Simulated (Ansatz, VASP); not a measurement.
**KCl in VASP and in Ansatz**

```xyz
2
Lattice="0.0000 3.1448 3.1448 3.2392 0.0000 3.1448 3.2392 3.1448 0.0000" Properties=species:S:1:pos:R:3 pbc="T T T"
K     0.0000    0.0000    0.0000
Cl    3.2392    3.1448    3.1448
```

Change from the starting cell: uniaxial_x strain +3.0%.

Alike in both runs: task single point; functional HSE06; k mesh 6 × 6 × 6; no spin polarisation.

|  | VASP | Ansatz |
| --- | --- | --- |
| version | VASP 6.6.1 | Ansatz 0.2.0 |
| potentials or method | VASP PAW PBE potentials, release 64 (K_sv, Cl) | plane waves, PAW |
| plane-wave cutoff (eV) | 520 | 420 |
| occupations | gaussian, width 0.01 eV | fixed |
| valence electrons in the cell | 16 | 16 |

Ansatz gave:

```
gap on the k mesh at the Fermi level (eV)                     : 6.39
pressure (GPa)                                                : 0.0
traceless stress, the component that is largest in VASP (GPa) : -0.59
```

**Question.** Which values does VASP return?

**Answer.** gap on the k mesh at the Fermi level (eV): 6.39; pressure (GPa): 0.0; traceless stress, the component that is largest in VASP (GPa): -0.60.

Ansatz's warnings: stress exchange threshold loose, stress scf threshold loose.
